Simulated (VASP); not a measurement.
# Zr (Fmmm) in VASP: relaxation of cell and atoms with PBEsol

Aim: the relaxation of cell and atoms of Zr with PBEsol.

Program: VASP 6.6.1. These are calculated values, not measurements. Logs are shortened: lines on timing, memory, paths and dates and some standing lists are left out, and cuts for length are marked.

**1. The cell of the first run**

Symmetry: Fmmm, No. 69, orthorhombic system. The conventional cell has a = 3.162 Å, b = 5.307 Å, c = 10.755 Å, α = 90.00°, β = 90.00°, γ = 90.00°. Zr (site symmetry mm2) has 11 Zr at 2.88 to 3.64 Å within 3.8 Å.

**2. Relaxation of cell and atoms, PBEsol**

Input file INCAR:

```
SYSTEM = Zr
PREC = Accurate
ENCUT = 600
EDIFF = 1E-7
ISMEAR = 0
SIGMA = 0.1
LREAL = .False.
LASPH = .True.
NELM = 60
ALGO = Fast
ISIF = 3
LWAVE = .False.
LCHARG = .False.
GGA = PS
IBRION = 2
NSW = 100
EDIFFG = -0.01
```

Input file KPOINTS:

```
regular mesh
0
Gamma
  10 10 14
  0 0 0
```

Input file POSCAR:

```
Zr
1.0
    2.6533279820     -5.3774467054      0.0000000000
    2.6533279820      5.3774467054      0.0000000000
    0.0000000000      0.0000000000      3.1623135174
Zr
4
Direct
    0.1340587981      0.8659412019      0.0000015056
    0.6340587981      0.3659412019      0.4999984944
    0.8659412019      0.1340587981      0.9999984944
    0.3659412019      0.6340587981      0.5000015056
```

Potentials or basis: VASP PAW PBE potentials, release 64 (Zr_sv).

Run with:

```console
> cat potpaw_PBE.64/Zr_sv/POTCAR > POTCAR
> mpirun -np 1 vasp_std > vasp.out
```

OUTCAR:

```text
SYSTEM = Zr
   PREC = Accurate
   ENCUT = 600
   EDIFF = 1E-7
   ISMEAR = 0
   LREAL = .False.
   LASPH = .True.
   NELM = 60
   ISIF = 3
   GGA = PS
   IBRION = 2
   NSW = 100
   EDIFFG = -0.01

 ion  position               nearest neighbor table
   1  0.134  0.866  0.000-   3 2.88   4 2.95   4 2.95   2 3.09   2 3.09   2 3.09   2 3.09   3 3.64
                             3 3.64
   2  0.634  0.366  0.500-   4 2.88   3 2.95   3 2.95   1 3.09   1 3.09   1 3.09   1 3.09   4 3.64
                             4 3.64
   3  0.866  0.134  1.000-   1 2.88   2 2.95   2 2.95   4 3.09   4 3.09   4 3.09   4 3.09   1 3.64
                             1 3.64
   4  0.366  0.634  0.500-   2 2.88   1 2.95   1 2.95   3 3.09   3 3.09   3 3.09   3 3.09   2 3.64
                             2 3.64

  LATTYP: Found a base centered orthorhombic cell.
 ALAT       =     5.3066559640
 B/A-ratio  =     2.0266799815
 C/A-ratio  =     0.5959145531

  Lattice vectors:

 A1 = (   2.6533279820,  -5.3774467054,   0.0000000000)
 A2 = (   2.6533279820,   5.3774467054,   0.0000000000)
 A3 = (   0.0000000000,   0.0000000000,   3.1623135174)

Analysis of symmetry for initial positions (statically):
=====================================================================
 Subroutine PRICEL returns following result:

  LATTYP: Found a face centered orthorhombic cell.
 ALAT       =     3.1623135174
 B/A-ratio  =     1.6780929325
 C/A-ratio  =     3.4009573534

  Lattice vectors:

 A1 = (   2.6533279820,   5.3774467054,   0.0000000000)
 A2 = (   0.0000000000,   5.3774467054,   1.5811662811)
 A3 = (   2.6533279820,   0.0000000000,   1.5811472363)

   2 primitive cells build up your supercell.

 Routine SETGRP: Setting up the symmetry group for a
 base centered orthorhombic supercell.

 Subroutine GETGRP returns: Found  8 space group operations
 (whereof  8 operations were pure point group operations)
 out of a pool of  8 trial point group operations.

The static configuration has the point symmetry D_2h.

Analysis of symmetry for dynamics (positions and initial velocities):
=====================================================================
 Subroutine PRICEL returns following result:

  LATTYP: Found a face centered orthorhombic cell.
 ALAT       =     3.1623135174
 B/A-ratio  =     1.6780929325
 C/A-ratio  =     3.4009573534

  Lattice vectors:

 A1 = (   2.6533279820,   5.3774467054,   0.0000000000)
[... 119 lines left out ...]
   ISYM   =      2    0-nonsym 1-usesym 2-fastsym
   POTIM  = 0.5000    time-step for ionic-motion
   TEBEG  =    0.0;   TEEND  =   0.0 temperature during run
   PSTRESS=    0.0 pullay stress
   NELECT =      48.0000    total number of electrons
   NUPDOWN=      -1.0000    fix difference up-down
   EMIN   =  10.00;   EMAX   =-10.00  energy-range for DOS
   EFERMI =   0.00;   METHOD = LEGACY
   ISMEAR =     0;   SIGMA  =   0.10  broadening in eV -4-tet -1-fermi 0-gaus
   EFERMI_NEDOS =   21; number of points for ismear=-14 and -15
   IALGO  =     68    algorithm
   IMIX   =      4    mixing-type and parameters
     AMIX     =   0.40;   BMIX     =  1.00
     AMIX_MAG =   1.60;   BMIX_MAG =  1.00
  volume/ion in A,a.u.               =      22.56       152.24
  Fermi-wavevector in a.u.,A,eV,Ry     =   1.326441  2.506610 23.938710  1.759446
  Thomas-Fermi vector in A             =   2.455827
   LORBIT       =      0    0 simple, 1 ext, 2 COOP (PROOUT), +10 PAW based schemes
   GGA     = PS    functional components
   LHFCALC =     F    Hartree Fock is set to
   AEXX    =    0.0000 exact exchange contribution
   IVDW    =     0    specifies the selected vdW correction
   LEPSILON=     F    determine dielectric tensor
   LRPA    =     F    only Hartree local field effects (RPA)
 conjugate gradient relaxation of ions
 non-spin polarized calculation
 RMM-DIIS sequential band-by-band and
 Gauss-broadening in eV      SIGMA  =   0.10
  energy-cutoff  :      600.00
  volume of cell :       90.24
 maximum number of plane-waves:      3035
   NGX = 23   NGY = 23   NGZ = 13

--------------------------------------- Ionic step        1  -------------------------------------------

 number of electron      48.0000000 magnetization

 Free energy of the ion-electron system (eV)
  ---------------------------------------------------
  ext. energy  EPLUGINS =         0.00000000
  ---------------------------------------------------
  free energy    TOTEN  =       -35.66890965 eV

  energy without entropy =      -35.64030085  energy(sigma->0) =      -35.65460525

------------------------ aborting loop because EDIFF is reached ----------------------------------------

  FORCE on cell =-STRESS in cart. coord.  units (eV):
  Direction    XX          YY          ZZ          XY          YZ          ZX
  --------------------------------------------------------------------------------------
  -------------------------------------------------------------------------------------
  Total        0.0650149      0.0410182      0.0568462     -0.0000000      0.0000000      0.0000000
  in kB        1.1543077      0.7282573      1.0092762     -0.0000000      0.0000000      0.0000000
  external PRESSURE =       0.9639471 kB  Pullay stress =       0.0000000 kB
[... 63 lines left out ...]
--------------------------------------- Ionic step        3  -------------------------------------------

 number of electron      48.0000000 magnetization

 Free energy of the ion-electron system (eV)
  ---------------------------------------------------
  ext. energy  EPLUGINS =         0.00000000
  ---------------------------------------------------
  free energy    TOTEN  =       -35.66895843 eV

  energy without entropy =      -35.64029315  energy(sigma->0) =      -35.65462579

 E-fermi :   8.9049     XC(G=0): -11.3052

 val. band max:        8.9034593483   @ k =   0.4000   0.1000   0.2857
 cond. band min:       8.9061663966   @ k =   0.5000   0.0000   0.0000
 fundamental gap:      0.0027070483
 Fermi energy:         8.9049496953

 k-point     1 :       0.0000    0.0000    0.0000
  band No.  band energies     occupation
      1     -39.5371      2.00000
      2     -39.3280      2.00000
      3     -39.3059      2.00000
      4     -39.2728      2.00000
      5     -18.3138      2.00000
      6     -17.9818      2.00000
[... 733 lines left out ...]
     27      10.2779      0.00000
     28      10.3734      0.00000

 [... further k-points ...]

------------------------ aborting loop because EDIFF is reached ----------------------------------------

  FORCE on cell =-STRESS in cart. coord.  units (eV):
  Direction    XX          YY          ZZ          XY          YZ          ZX
  --------------------------------------------------------------------------------------
  -------------------------------------------------------------------------------------
  Total       -0.0120542     -0.0317317     -0.0114646     -0.0000000      0.0000000      0.0000000
  in kB       -0.2137225     -0.5626061     -0.2032686     -0.0000000      0.0000000      0.0000000
  external PRESSURE =      -0.3265324 kB  Pullay stress =       0.0000000 kB
[... 19 lines left out ...]
  FREE ENERGIE OF THE ION-ELECTRON SYSTEM (eV)
  ---------------------------------------------------
  free  energy   TOTEN  =       -35.6689584332 eV

  energy  without entropy=      -35.6402931499  energy(sigma->0) =      -35.65462579

 reached required accuracy - stopping structural energy minimisation
```

CONTCAR:

```text
Zr
   1.00000000000000
     2.6547866069276518   -5.3793117621121551    0.0000000000000000
     2.6547866069276518    5.3793117621121551    0.0000000000000000
     0.0000000000000000    0.0000000000000000    3.1638335260093688
  Zr
     4
Direct
     0.1340963898967233    0.8659036101032767    0.0000015055999967
     0.6340963898967233    0.3659036101032767    0.4999984944000033
     0.8659036101032767    0.1340963898967233    0.9999984944000033
     0.3659036101032767    0.6340963898967233    0.5000015055999967

  0.00000000E+00  0.00000000E+00  0.00000000E+00
  0.00000000E+00  0.00000000E+00  0.00000000E+00
  0.00000000E+00  0.00000000E+00  0.00000000E+00
  0.00000000E+00  0.00000000E+00  0.00000000E+00
```

It took 86 min on 1 thread of Oxide Virtual Turin-like, shared host; peak memory 0.65 GiB.

What came out:

* Free energy: -35.6690 eV
* Relaxed volume: 22.59 Å³/atom
* Relaxed cell: a = 5.999 Å, b = 5.999 Å, c = 3.164 Å, α = 90.00°, β = 90.00°, γ = 127.47°
* Space group after relaxing (to 0.1 Å): Fmmm (No. 69)
* Energy gained by relaxing: 0.0 meV/atom
* Ionic steps: 3
* Pressure after relaxing: 0.0 GPa
* Largest force after relaxing: 0.009 eV/Å
* Band gap on the k mesh: zero (bands 24 and 25 overlap by 1.41 eV)

Forces on the atoms (eV/Å):
```
Zr   0.000 -0.009  0.000
Zr   0.000 -0.009  0.000
Zr   0.000  0.009  0.000
Zr   0.000  0.009  0.000
```

Final structure:
```xyz
4
Lattice="2.6548 -5.3793 0.0000 2.6548 5.3793 0.0000 0.0000 0.0000 3.1638" Properties=species:S:1:pos:R:3 pbc="T T T"
Zr    2.6548    3.9366    0.0000
Zr    2.6548   -1.4427    1.5819
Zr    2.6548   -3.9366    3.1638
Zr    2.6548    1.4427    1.5819
```

Levels at points of the mesh, in eV from the Fermi level:
| k point | band 21 | band 22 | band 23 | band 24 | band 25 | band 26 | band 27 | band 28 |
| --- | --- | --- | --- | --- | --- | --- | --- | --- |
| (0.00, 0.00, 0.00) | -1.65 | -1.27 | -0.65 | 0.68 | 1.04 | 1.07 | 1.11 | 1.53 |
| (0.50, 0.00, 0.00) | -1.32 | -1.32 | 0.00 | 0.00 | 0.76 | 0.76 | 1.63 | 1.70 |
| (0.50, 0.50, 0.00) | -1.98 | -1.13 | 0.54 | 0.69 | 1.08 | 1.17 | 1.91 | 1.95 |
| (0.00, 0.00, 0.50) | -0.89 | -0.89 | -0.72 | -0.72 | 0.26 | 0.26 | 1.44 | 1.44 |
| (0.50, 0.00, 0.50) | -1.38 | -1.38 | -0.96 | -0.96 | 1.19 | 1.19 | 2.00 | 2.00 |
| (0.50, 0.50, 0.50) | -1.10 | -1.10 | -0.16 | -0.16 | 0.03 | 0.03 | 0.68 | 0.68 |

Caveat: the PAW data sets were made with another functional, which shifts forces and pressure a little.
